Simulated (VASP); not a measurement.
A run of VASP 6.6.1:

The input INCAR:

```
SYSTEM = PbSe
ALGO = Normal
EDIFF = 1E-7
ENCUT = 520
GGA = PS
ISIF = 2
ISMEAR = -1
LASPH = .TRUE.
LCHARG = .FALSE.
LREAL = .FALSE.
LWAVE = .FALSE.
NBANDS = 17
NELM = 80
PREC = Accurate
SIGMA = 0.05
```

File KPOINTS:

```
k-points
0
G
  8 8 8
  0 0 0
```

File POSCAR:

```
PbSe
1.0
    0.0000000000      3.0509595989      3.0509595989
    3.0509595989      0.0000000000      3.0509595989
    3.0509595989      3.0509595989      0.0000000000
Pb Se
1 1
Direct
    0.0000000000      0.0000000000      0.0000000000
    0.5000000000      0.5000000000      0.5000000000
```

Potentials or basis: VASP PAW PBE potentials, release 64 (Pb_d, Se).

Run with:

```console
$ cat potpaw_PBE.64/Pb_d/POTCAR potpaw_PBE.64/Se/POTCAR > POTCAR
$ mpirun -np 1 vasp_std > vasp.out
```

Hardware: 1 thread of Intel Xeon 8259CL, with other jobs on the host.

Question: Estimate the wall time of this run.

Answer: Wall time 44 s on 1 thread of Intel Xeon 8259CL, on a shared host, peak memory 0.19 GiB. Counts: scf iterations 13, k points 29.
